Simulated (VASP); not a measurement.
Sb:

```
CELL_PARAMETERS angstrom
-1.87134 1.87134 1.87134
1.87134 -1.87134 1.87134
1.87134 1.87134 -1.87134
ATOMIC_POSITIONS crystal
Sb 0.00000 0.00000 0.00000
```

| Property | Result |
| --- | --- |
| Program | VASP 6.6.1 |
| Task | relaxation of cell and atoms |
| Functional | revPBE |
| Potentials or basis | VASP PAW PBE potentials, release 64 (Sb) |
| Cutoff | 600 eV |
| k mesh | 10 × 10 × 10 |
| Occupations | fermi-dirac, width 0.05 eV |
| Spin | no spin polarisation |

At the start: pressure 4.0 GPa; volume 26.21 Å³/atom.

**Question.** How do energy, volume and symmetry change on relaxing?

**Answer.** Over 3 steps the energy falls by 19.3 meV/atom and the volume is 27.86 Å³/atom (+6.3 %); space group Im-3m (No. 229, to 0.05 Å).

The path:
| step | energy change (eV) | largest force (eV/Å) | pressure (GPa) | volume (Å³) |
| --- | --- | --- | --- | --- |
| 1 | 0.0000 | 0.0000 | 3.98 | 26.21 |
| 2 | -0.0144 | 0.0000 | -1.68 | 28.76 |
| 3 | -0.0193 | 0.0000 | 0.00 | 27.86 |

Final structure:
```
CELL_PARAMETERS angstrom
-1.90971 1.90971 1.90971
1.90971 -1.90971 1.90971
1.90971 1.90971 -1.90971
ATOMIC_POSITIONS crystal
Sb 0.00000 0.00000 0.00000
```

Caveat: the PAW data sets were made with another functional, which shifts forces and pressure a little.
